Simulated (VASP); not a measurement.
# TaN: single point with PBEsol+D3(BJ)+U

The system is TaN.

```
Ta N
1.0
     0.00000    2.22597    2.22597
     2.22597    0.00000    2.22597
     2.22597    2.22597    0.00000
Ta N
1 1
Direct
  0.50000 0.50000 0.50000
  0.00000 0.00000 0.00000
```

This cell differs from its parent crystal: volume scaled by 1.02.

- Program: VASP 6.6.1
- Task: single point
- Functional: PBEsol
- Dispersion: D3(BJ)
- Potentials or basis: VASP PAW PBE potentials, release 64 (Ta_pv, N)
- Cutoff: 520 eV
- k mesh: 10 × 10 × 10
- Occupations: fermi-dirac, width 0.01 eV
- Spin: no spin polarisation
- Hubbard terms: Ta d U = 8.0 eV

```yaml
Pressure: 1.2 GPa
Band_gap_on_the_k_mesh: zero (band 8 reaches 11.90 eV, above the bottom of band 9 at 8.12 eV)
Dispersion_energy_per_atom: -0.449 eV
```

Levels at points of the mesh, in eV from the Fermi level:
| k point | band 5 | band 6 | band 7 | band 8 | band 9 | band 10 | band 11 | band 12 |
| --- | --- | --- | --- | --- | --- | --- | --- | --- |
| (0.00, 0.00, 0.00) | -4.25 | -4.25 | -4.25 | -1.92 | -1.92 | -1.92 | 0.36 | 0.76 |
| (0.50, 0.00, 0.00) | -10.72 | -7.34 | -7.34 | 1.86 | 2.04 | 2.04 | 2.65 | 7.66 |
| (0.50, 0.50, 0.00) | -7.37 | -5.30 | -5.17 | -5.17 | 2.83 | 3.68 | 3.68 | 4.19 |

Eigenvalues of the final occupation matrices:
```tsv
site	spin	trace	eigenvalues
site 1 d	1	1.08	0.17 0.17 0.25 0.25 0.25
site 1 d	2	1.08	0.17 0.17 0.25 0.25 0.25
```

Wall time 15 s on 1 thread of Intel Xeon 6975P-C (shared host), peak memory 0.16 GiB.

Caveat: the PAW data sets were made with another functional, which shifts forces and pressure a little; spin-orbit coupling is left out, which moves the levels of the heavy elements; U without spin polarisation on a metal has little footing; pairwise dispersion overbinds metals, which lowers pressure and volume.
